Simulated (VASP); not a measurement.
O, 2 atoms in the cell. It takes space group R-3m (No. 166, trigonal). Conventional cell: a = 2.395 Å, b = 2.395 Å, c = 11.089 Å, α = 90.00°, β = 90.00°, γ = 120.00°. O (site symmetry 3m) has 1 O at 1.20 Å within 1.6 Å. 

- Program: VASP 6.6.1
- Task: single point
- Functional: PBEsol
- Potentials or basis: VASP PAW PBE potentials, release 64 (O)
- Cutoff: 520 eV
- k mesh: 9 × 9 × 9
- Occupations: fermi-dirac, width 0.05 eV
- Spin: no spin polarisation
- Dipole correction: no
- Further INCAR settings: ALGO = Normal; EDIFF = 1e-07; NBANDS = 13

Potentials or basis: VASP PAW PBE potentials, release 64 (O).

Command:

```sh
$ cat potpaw_PBE.64/O/POTCAR > POTCAR
$ mpirun -np 1 vasp_std > vasp.out
```

Hardware: 1 thread of Intel Xeon 8259CL, with other jobs on the host.

**Question.** How long does it take, and how much memory?

**Answer.** It took 75 s on 1 thread of Intel Xeon 8259CL (shared host), peak memory 0.16 GiB. Counts: scf iterations 12, k points 85.
